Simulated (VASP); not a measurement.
Ge:

```
CELL_PARAMETERS angstrom
3.99759 0.00000 0.00000
-1.99879 3.46201 0.00000
0.00000 0.00000 6.59938
ATOMIC_POSITIONS crystal
Ge 0.33333 0.66667 0.93710
Ge 0.66667 0.33333 0.43710
Ge 0.33333 0.66667 0.56290
Ge 0.66667 0.33333 0.06290
```

This isn't the form of Ge at room conditions, which is diamond.

| Item | Value |
| --- | --- |
| Program | VASP 6.6.1 |
| Task | relaxation of cell and atoms |
| Functional | PBE |
| Potentials or basis | VASP PAW PBE potentials, release 64 (Ge_d) |
| Cutoff | 600 eV |
| k mesh | 8 × 8 × 4 |
| Occupations | fermi-dirac, width 0.05 eV |
| Spin | no spin polarisation |

At the start: pressure 2.9 GPa; volume 22.83 Å³/atom.

How do energy, volume and symmetry change on relaxing?

Over 12 steps the energy falls by 9.2 meV/atom and the volume is 23.89 Å³/atom (+4.6 %); space group P6_3/mmc (No. 194, to 0.1 Å) before and after.

Step by step:
| step | energy change (eV) | largest force (eV/Å) | pressure (GPa) | volume (Å³) |
| --- | --- | --- | --- | --- |
| 1 | 0.0000 | 0.0141 | 2.87 | 91.33 |
| 2 | -0.0332 | 0.0374 | -0.84 | 96.85 |
| 3 | -0.0366 | 0.0238 | -0.10 | 95.51 |
| 4 | -0.0365 | 0.0226 | 0.18 | 95.36 |
| 5 | -0.0366 | 0.0028 | 0.09 | 95.40 |
| 6 | -0.0366 | 0.0042 | 0.03 | 95.41 |
| 7 | -0.0367 | 0.0090 | 0.08 | 95.46 |
| 8 | -0.0367 | 0.0107 | -0.03 | 95.47 |
| 9 | -0.0367 | 0.0083 | 0.09 | 95.46 |
| 10 | -0.0367 | 0.0100 | 0.06 | 95.46 |
| 11 | -0.0367 | 0.0102 | 0.03 | 95.47 |
| 12 | -0.0367 | 0.0055 | -0.03 | 95.56 |

Final structure:
```yaml
crystal:
  lattice:
    - [4.06242, 0.00000, 0.00000]
    - [-2.03121, 3.51816, 0.00000]
    - [0.00000, 0.00000, 6.68627]
  atoms:
    - { symbol: Ge, position: [0.33333, 0.66667, 0.93726] }
    - { symbol: Ge, position: [0.66667, 0.33333, 0.43726] }
    - { symbol: Ge, position: [0.33333, 0.66667, 0.56274] }
    - { symbol: Ge, position: [0.66667, 0.33333, 0.06274] }
```
